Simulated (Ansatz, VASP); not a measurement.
## LiH in VASP and in Ansatz

File POSCAR:

```
LiH
1.0
    0.0000000000      2.0367500000      2.0367500000
    2.0367500000      0.0000000000      2.0367500000
    2.0367500000      2.0367500000      0.0000000000
Li H
1 1
Direct
    0.0000000000      0.0000000000      0.0000000000
    0.5000000000      0.5000000000      0.5000000000
```

INCAR.step1

```
PREC     = Accurate       # precision mode
ENCUT    = 600            # plane-wave cutoff, eV
ISMEAR   = 0              # smearing method
SIGMA    = 0.01           # smearing width, eV
LREAL    = F              # projectors in reciprocal space
LASPH    = T              # aspherical terms in the spheres
NELM     = 80             # most SCF steps
GGA      = PE             # functional
ALGO     = Normal         # electronic algorithm
EDIFF    = 1E-4           # SCF threshold, eV
LWAVE    = T              # write WAVECAR
LCHARG   = F              # write CHGCAR
```

Contents of INCAR.step2:

```
PREC     = Accurate       # precision mode
ENCUT    = 600            # plane-wave cutoff, eV
EDIFF    = 1E-6           # SCF threshold, eV
ISMEAR   = 0              # smearing method
SIGMA    = 0.01           # smearing width, eV
LREAL    = F              # projectors in reciprocal space
LASPH    = T              # aspherical terms in the spheres
NELM     = 80             # most SCF steps
ALGO     = Normal         # electronic algorithm
ISIF     = 3              # what is computed and relaxed
LWAVE    = F              # write WAVECAR
LCHARG   = F              # write CHGCAR
METAGGA  = R2SCAN         # meta-GGA
LMIXTAU  = T            
IVDW     = 13             # dispersion correction
VDW_S6   = 1.0          
VDW_S8   = 0.6018749    
VDW_A1   = 0.51559235   
VDW_A2   = 5.77342911   
IBRION   = 2              # ionic algorithm
NSW      = 60             # ionic steps
EDIFFG   = -0.005         # ionic threshold
ISTART   = 1
```

The input KPOINTS:

```
Automatic mesh
0
Gamma
  7 7 7
```

Input for Ansatz:

```yaml
crystal:
  lattice:
    - [0.0, 2.03675, 2.03675]
    - [2.03675, 0.0, 2.03675]
    - [2.03675, 2.03675, 0.0]
  atoms:
    - { symbol: Li, position: [0.0, 0.0, 0.0] }
    - { symbol: H, position: [0.5, 0.5, 0.5] }
kpoints:
  mp_grid:
    grid: [7, 7, 7]
hamiltonian:
  xc: r2scan
  dispersion: d4
scf:
  occupations:
    method: fixed
relax:
  f_tol: 0.005
  max_steps: 40
  cell: {}
```

Alike in both runs: task relaxation of cell and atoms; functional r2SCAN; dispersion D4; k mesh 7 × 7 × 7; no spin polarisation.

|  | VASP | Ansatz |
| --- | --- | --- |
| version | VASP 6.6.1 | Ansatz 0.2.0 |
| potentials or method | VASP PAW PBE potentials, release 64 (Li_sv, H) | plane waves, PAW |
| plane-wave cutoff (eV) | 600 | 500 |
| occupations | gaussian, width 0.01 eV | fixed |
| valence electrons in the cell | 4 | 4 |

```tsv
	VASP	Ansatz	Ansatz less VASP
relaxed volume (Å³/atom)	7.82	7.91	+0.087
relaxed cell length with the largest relative difference (Å)	2.807	2.818	+0.0104
```

VASP's potentials were made for PBE, not for r2SCAN.

Noted on VASP's run: the cutoff is short for stress, so the pressure is rough.
